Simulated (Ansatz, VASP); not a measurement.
## Two plane-wave programs on MnO

```
Mn O
1.0
     0.00000    2.22391    2.22391
     2.22391    0.00000    2.22391
     2.22391    2.22391    0.00000
Mn O
1 1
Direct
  0.00000 0.00000 0.00000
  0.50000 0.50000 0.50000
```

Alike in both runs: task single point; functional PBE; k mesh 6 × 6 × 6; occupations gaussian, width 0.1 eV; collinear spin.

|  | VASP | Ansatz |
| --- | --- | --- |
| version | VASP 6.6.1 | Ansatz 0.2.0 |
| potentials or method | VASP PAW PBE potentials, release 64 (Mn_pv, O), cutoff 520 eV | scalar-relativistic, plane waves, PAW |
| valence electrons in the cell | 19 | 21 |

|  | VASP | Ansatz | Ansatz less VASP |
| --- | --- | --- | --- |
| gap on the k mesh at the Fermi level (eV) | none | none | - |
| pressure (GPa) | -1.4 | -1.6 | -0.17 |
| net moment per atom (μB) | 2.36 | 2.36 | 0.000 |
| size of the moment on the site where the two differ most (μB) | 4.29 | 4.01 | -0.281 |

Site moments also hang on the region over which each program counts them. A gap of «none» marks a metal or a gap that the smearing closes. VASP's potentials hold 19 valence electrons a cell and Ansatz's 21, so a difference there can come from the potentials and not from the codes.

The k mesh is coarse, so the values compare programs but aren't converged.
